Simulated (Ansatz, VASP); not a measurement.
SrTiO3: VASP beside Ansatz

INCAR

```
SYSTEM = SrTiO3
PREC = Accurate ; ENCUT = 520
EDIFF = 1E-6 ; ISMEAR = 0
SIGMA = 0.05 ; LREAL = .False.
LASPH = .True. ; NELM = 60
ALGO = Normal ; ISIF = 2
LWAVE = .False. ; LCHARG = .False.
GGA = PS ; NBANDS = 28
```

KPOINTS

```
Automatic mesh
0
Gamma
  8 8 8
  0 0 0
```

POSCAR

```
SrTiO3
1.0
    3.8911201354      0.0000000000      0.0000000000
    0.0000000000      3.8911201354      0.0000000000
    0.0000000000      0.0000000000      3.8911201354
Sr Ti O
1 1 3
Direct
    0.0000000000      0.0000000000      0.0000000000
    0.5000000000      0.4486009187      0.4486009187
    0.0000000000      0.5000000000      0.5000000000
    0.5000000000      0.0000000000      0.5000000000
    0.5000000000      0.5000000000      0.0000000000
```

Input for Ansatz:

```yaml
crystal:
  lattice:
    - [3.8911201354, 0.0, 0.0]
    - [0.0, 3.8911201354, 0.0]
    - [0.0, 0.0, 3.8911201354]
  atoms:
    - { symbol: Sr, position: [0.0, 0.0, 0.0] }
    - { symbol: Ti, position: [0.5, 0.4486009187, 0.4486009187] }
    - { symbol: O, position: [0.0, 0.5, 0.5] }
    - { symbol: O, position: [0.5, 0.0, 0.5] }
    - { symbol: O, position: [0.5, 0.5, 0.0] }
basis:
  ecutwfc: 420
kpoints:
  mp_grid: { grid: [8, 8, 8] }
hamiltonian:
  xc: pbesol
scf:
  occupations: { method: gaussian, width: 0.05 }
output:
  forces: true
  stress: true
  eigenvalues: true
```

Alike in both runs: task single point; functional PBEsol; k mesh 8 × 8 × 8; occupations gaussian, width 0.05 eV; no spin polarisation.

```csv
,VASP,Ansatz
version,VASP 6.6.1,Ansatz 0.2.0
potentials or method,"VASP PAW PBE potentials, release 64 (Sr_sv, Ti_sv, O), cutoff 520 eV","scalar-relativistic, plane waves, PAW"
valence electrons in the cell,40,40
```

```tsv
	VASP	Ansatz	Ansatz less VASP
gap on the k mesh at the Fermi level (eV)	2.63	2.66	+0.029
least direct gap on the mesh (eV)	3.29	3.31	+0.022
pressure (GPa)	6.3	5.6	-0.78
traceless stress, the component that is largest in VASP (GPa)	-4.96	-4.80	+0.167
rms of the force components (eV/Å)	0.985	0.938	-0.0464
```

VASP's potentials were made for PBE, not for PBEsol. Atom by atom the forces differ by 0.050 eV/Å (rms over components). With one functional, cell and mesh, what is left measures potentials, basis and numerics.
